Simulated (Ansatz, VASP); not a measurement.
This is a calculation of Ru for Ansatz 0.2.0.

Contents of input.yaml:

```yaml
crystal:
  lattice:
    - [2.7058, 0.0, 0.0]
    - [-1.3529, 2.3432915376, 0.0]
    - [0.0, 0.0, 4.2819]
  atoms:
    - { symbol: Ru, position: [0.6666666667, 0.3333333333, 0.75] }
    - { symbol: Ru, position: [0.3333333333, 0.6666666667, 0.25] }
hamiltonian:
  xc: pbe
  pseudopotentials: { kind: paw }
kpoints:
  mp_grid: { grid: [11, 11, 6] }
scf:
  occupations: { method: gaussian, width: 0.018 }
output:
  forces: true
  stress: true
  eigenvalues: true
```

Potentials or basis: Ansatz PAW.

Launch:

```console
$ ansatz run input.yaml --threads 2 --pin off --max-ram 5632MiB --backend cpu --events-out ev --progress --plain --runs-dir out
```

**Question.** Set up the same calculation for VASP 6.6.1. Potentials there: VASP PAW PBE potentials, release 64 (Ru_pv).

**Answer.** As run (the cutoff follows the program's own potentials):

File INCAR:

```
  PREC = Accurate
  ENCUT = 520
  EDIFF = 1E-6
  ISMEAR = 0
  SIGMA = 0.018000000000000002
  LREAL = F
  LASPH = T
  NELM = 60
  ALGO = Normal
  ISIF = 2
  LWAVE = F
  LCHARG = T
  GGA = PE
  LELF = T
  LVHAR = T
  NBANDS = 21
```

The input KPOINTS:

```
regular mesh
0
Gamma
  11 11 6
```

File POSCAR:

```
Ru
1.0
    2.7058000000      0.0000000000      0.0000000000
   -1.3529000000      2.3432915376      0.0000000000
    0.0000000000      0.0000000000      4.2819000000
Ru
2
Direct
    0.6666666667      0.3333333333      0.7500000000
    0.3333333333      0.6666666667      0.2500000000
```

Potentials or basis: VASP PAW PBE potentials, release 64 (Ru_pv).

The run is started by

```bash
$ cat potpaw_PBE.64/Ru_pv/POTCAR > POTCAR
$ mpirun -np 1 vasp_std > vasp.out
```

Both were run:

|  | VASP | Ansatz | Ansatz less VASP |
| --- | --- | --- | --- |
| gap on the k mesh at the Fermi level (eV) | none | none | - |
| pressure (GPa) | 4.4 | 4.5 | +0.08 |

A gap of «none» marks a metal or a gap that the smearing closes. The functional is the same, so the differences come from potentials, cutoffs and numerics. VASP's potentials hold 28 valence electrons a cell and Ansatz's 32, so a difference there can come from the potentials and not from the codes.
